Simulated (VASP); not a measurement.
Wanted: the native input for a VASP 6.6.1 run.

| Item | Value |
| --- | --- |
| Task | single point |
| Functional | PBE |
| Potentials or basis | VASP PAW PBE potentials, release 64 (Sn_d, Se) |
| Cutoff | 520 eV |
| k mesh | 14 × 14 × 14 |
| Occupations | fermi-dirac, width 0.08 eV |
| Spin | no spin polarisation |
| Dipole correction | no |
| Further INCAR settings | ALGO = Normal; EDIFF = 1e-06; NBANDS = 17 |

The structure of SnSe (CsCl type) lies in POSCAR:

```
SnSe
1.0
    3.5269609668      0.0000000000      0.0000000000
    0.0000000000      3.5269609668      0.0000000000
    0.0000000000      0.0000000000      3.5269609668
Sn Se
1 1
Direct
    0.0000000000      0.0000000000      0.0000000000
    0.5000000000      0.5000000000      0.5000000000
```

The input as run:

INCAR

```
SYSTEM = SnSe
PREC = Accurate
ENCUT = 520
EDIFF = 1E-6
ISMEAR = -1
SIGMA = 0.08
LREAL = .False.
LASPH = .True.
NELM = 100
ALGO = Normal
ISIF = 2
LWAVE = .False.
LCHARG = .False.
GGA = PE
NBANDS = 17
```

KPOINTS

```
regular mesh
0
Gamma
  14 14 14
  0 0 0
```

Potentials or basis: VASP PAW PBE potentials, release 64 (Sn_d, Se).

Launch:

```sh
$ cat potpaw_PBE.64/Sn_d/POTCAR potpaw_PBE.64/Se/POTCAR > POTCAR
$ mpirun -np 1 vasp_std > vasp.out
```

It gave:

```json
{
 "Pressure": "8.0 GPa",
 "Band gap on the k mesh": "zero (bands 10 and 11 overlap by 2.02 eV)"
}
```

Caveat: the cell stands under pressure; spin-orbit coupling is left out, which moves the levels of the heavy elements.

Run time: 31 s on 1 thread of AMD EPYC 9R45 96-Core Processor (Zen 5) (shared host), peak memory 0.19 GiB.
